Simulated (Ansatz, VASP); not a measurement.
## Li2S: VASP beside Ansatz

```
Li S
1.0
     0.00000    2.84450    2.84450
     2.84450    0.00000    2.84450
     2.84450    2.84450    0.00000
Li S
2 1
Direct
  0.25000 0.25000 0.25000
  0.75000 0.75000 0.75000
  0.00000 0.00000 0.00000
```

Alike in both runs: task relaxation of cell and atoms; functional r2SCAN; k mesh 8 × 8 × 8; occupations fermi-dirac, width 0.02 eV; no spin polarisation.

|  | VASP | Ansatz |
| --- | --- | --- |
| version | VASP 6.6.1 | Ansatz 0.2.0 |
| potentials or method | VASP PAW PBE potentials, release 64 (Li_sv, S), cutoff 830 eV | PAW plane waves |
| valence electrons in the cell | 12 | 12 |

VASP gave:

| Item | Value |
| --- | --- |
| gap on the k mesh at the Fermi level, each at its own relaxed structure (eV) | 3.85 |
| relaxed volume (Å³/atom) | 15.31 |
| relaxed cell length with the largest relative difference (Å) | 4.020 |

Problem. Which values does Ansatz return?

Solution. gap on the k mesh at the Fermi level, each at its own relaxed structure (eV): 3.87; relaxed volume (Å³/atom): 15.34; relaxed cell length with the largest relative difference (Å): 4.023.

VASP's potentials were made for PBE, not for r2SCAN.
